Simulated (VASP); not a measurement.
# SiC: single point with PBE

Crystal: SiC.

```
Si C
1.0
     0.00000    2.24461    2.18986
     2.24461    0.00000    2.18986
     2.24461    2.24461    0.00000
Si C
1 1
Cartesian
  0.0000 0.0000 0.0000
  3.3669 3.3669 3.2848
```

This cell differs from its parent crystal: strain +0.025 along x and y, +0.000 along z.

```yaml
Program: VASP 6.6.1
Task: single point
Functional: PBE
Potentials_or_basis: VASP PAW PBE potentials, release 64 (Si, C)
Cutoff: 520 eV
k_mesh: 10 × 10 × 10
Occupations: gaussian, width 0.05 eV
Spin: no spin polarisation
```

| Property | Result |
| --- | --- |
| Pressure | -9.6 GPa |
| Band gap on the k mesh | 1.17 eV, indirect (least direct gap 4.44 eV) |

Stress tensor (GPa, compression positive):
```
-11.58   0.00   0.00
  0.00 -11.58   0.00
  0.00   0.00  -5.61
```

Levels at points of the mesh, in eV from the valence-band top:
| k point | band 1 | band 2 | band 3 | band 4 | band 5 | band 6 | band 7 | band 8 |
| --- | --- | --- | --- | --- | --- | --- | --- | --- |
| (0.00, 0.00, 0.00) | -15.01 | -0.16 | -0.16 | 0.00 | 5.37 | 6.72 | 6.79 | 6.79 |
| (0.50, 0.00, 0.00) | -11.68 | -8.30 | -1.28 | -1.00 | 4.71 | 6.70 | 7.08 | 9.60 |
| (0.50, 0.50, 0.00) | -10.18 | -7.51 | -3.33 | -3.33 | 1.17 | 3.72 | 13.13 | 13.13 |
| (0.50, 0.00, 0.50) | -10.35 | -7.80 | -3.10 | -3.06 | 1.38 | 4.14 | 12.86 | 13.55 |

It took 7.4 s on 1 thread of Intel(R) Xeon(R) 6975P-C (Granite Rapids) (shared host), peak memory 0.14 GiB.

Caveat: the cell differs from its parent crystal (strain +0.025 along x and y, +0.000 along z). A k mesh can miss the band edges.
